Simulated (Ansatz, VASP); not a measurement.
**One calculation of Ga2O3, two programs**

```xyz
5
Lattice="4.1140 0.0000 0.0000 0.0000 4.1140 0.0000 0.0000 0.0000 4.1140" Properties=species:S:1:pos:R:3 pbc="T T T"
Ga    2.0570    2.0570    2.0570
Ga    0.0000    0.0000    0.0000
O     2.0570    0.0000    0.0000
O     0.0000    2.0570    0.0000
O     0.0000    0.0000    2.0570
```

Alike in both runs: task relaxation of cell and atoms; functional PBE; k mesh 4 × 4 × 4; occupations gaussian, width 0.1 eV; collinear spin.

```csv
,VASP,Ansatz
version,VASP 6.6.1,Ansatz 0.2.0
potentials or method,"VASP PAW PBE potentials, release 64 (Ga_d, O), cutoff 600 eV","scalar-relativistic, plane waves, PAW"
valence electrons in the cell,44,44
```

|  | VASP | Ansatz | Ansatz less VASP |
| --- | --- | --- | --- |
| gap on the k mesh at the Fermi level, each at its own relaxed structure (eV) | none | none | - |
| net moment per atom (μB) | 0.00 | 0.00 | 0.000 |
| relaxed volume (Å³/atom) | 11.18 | 11.16 | -0.024 |
| relaxed cell length with the largest relative difference (Å) | 3.824 | 3.821 | -0.0028 |

A gap of «none» marks a metal or a gap that the smearing closes. Ansatz's warnings: seeded moment not kept.

The k mesh is coarse, so the values compare programs but aren't converged. Noted on VASP's run: the volume moved by over 15 % at a fixed basis, so the end points are rough.
